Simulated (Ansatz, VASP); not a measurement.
**Two plane-wave programs on BaTiO3**

```
Ba Ti O
1.0
     2.84007    1.63971    2.33137
    -2.84007    1.63971    2.33137
     0.00000   -3.27943    2.33137
Ba Ti O
1 1 3
Direct
  0.99680 0.99680 0.99680
  0.48334 0.48334 0.48334
  0.50982 0.50982 0.01942
  0.01942 0.50982 0.50982
  0.50982 0.01942 0.50982
```

Alike in both runs: functional r2SCAN; k mesh 6 × 6 × 6; occupations gaussian, width 0.02 eV; no spin polarisation.

Ansatz relaxed the structure, and its values are those at the end. VASP's run is a single point on that final structure, the one shown.

|  | VASP | Ansatz |
| --- | --- | --- |
| version | VASP 6.6.1 | Ansatz 0.2.0 |
| potentials or method | VASP PAW PBE potentials, release 64 (Ba_sv, Ti_sv, O), cutoff 520 eV | scalar-relativistic, plane waves, PAW |
| valence electrons in the cell | 40 | 40 |

|  | VASP | Ansatz | Ansatz less VASP |
| --- | --- | --- | --- |
| gap on the k mesh at the Fermi level (eV) | 2.85 | 2.87 | +0.020 |
| least direct gap on the mesh (eV) | 3.31 | 3.29 | -0.019 |
| pressure (GPa) | 1.9 | 0.0 | -1.92 |
| rms of the force components (eV/Å) | 0.064 | 0.000 | -0.0642 |

VASP's potentials were made for PBE, not for r2SCAN. The functional is the same, so the differences come from potentials, cutoffs and numerics.

Spin-orbit coupling is off throughout.
